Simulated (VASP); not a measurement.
**Sb: single point with RPBE**

Crystal: Sb.

```
Sb
1.0
     0.00000    3.63114    3.63114
     3.63114    0.00000    3.63114
     3.63114    3.63114    0.00000
Sb
2
Direct
  0.12500 0.12500 0.12500
  0.87500 0.87500 0.87500
```

This cell differs from its parent crystal: volume scaled by 1.08.

| Item | Value |
| --- | --- |
| Program | VASP 6.6.1 |
| Task | single point |
| Functional | RPBE |
| Potentials or basis | VASP PAW PBE potentials, release 64 (Sb) |
| Cutoff | 520 eV |
| k mesh | 9 × 9 × 9 |
| Occupations | fermi-dirac, width 0.1 eV |
| Spin | no spin polarisation |

```yaml
Pressure: -1.9 GPa
Band_gap_on_the_k_mesh: zero (band 5 reaches 3.29 eV, above the bottom of band 6 at 2.76 eV)
```

Levels at points of the mesh, in eV from the Fermi level:
```csv
k point,band 3,band 4,band 5,band 6,band 7,band 8
"(0.00, 0.00, 0.00)",-1.60,-1.60,-1.60,0.56,0.56,0.56
```

Run time: 38 s on 1 thread of Intel Xeon 6975P-C, on a shared host, peak memory 0.25 GiB.

Caveat: the PAW data sets were made with another functional, which shifts forces and pressure a little; spin-orbit coupling is left out, which moves the levels of the heavy elements.
